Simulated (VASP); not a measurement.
Ta16S, 17 atoms in the cell. The cell holds a slab with vacuum, 17 atoms: a = 6.638 Å, b = 6.638 Å, c = 20.300 Å, α = 90.00°, β = 90.00°, γ = 90.00°. 

- Program: VASP 6.6.1
- Task: single point
- Functional: PBE
- Potentials or basis: VASP PAW PBE potentials, release 64 (Ta_pv, S)
- Cutoff: 520 eV
- k mesh: 4 × 4 × 1
- Occupations: gaussian, width 0.1 eV
- Spin: no spin polarisation
- Dipole correction: yes
- Further INCAR settings: LREAL = Auto; ALGO = Normal; EDIFF = 1e-07; NBANDS = 105

Potentials or basis: VASP PAW PBE potentials, release 64 (Ta_pv, S).

Launch:

```sh
$ cat potpaw_PBE.64/Ta_pv/POTCAR potpaw_PBE.64/S/POTCAR > POTCAR
$ mpirun -np 1 vasp_std > vasp.out
```

Hardware: 1 thread of AMD EPYC 9R45 96-Core Processor (Zen 5), on a shared host.

Question: How long does it take, and how much memory?

Answer: Wall time 37 min on 1 thread of AMD EPYC 9R45 96-Core Processor (Zen 5), with other jobs on the host, peak memory 1.1 GiB. Counts: scf iterations 34, k points 9.
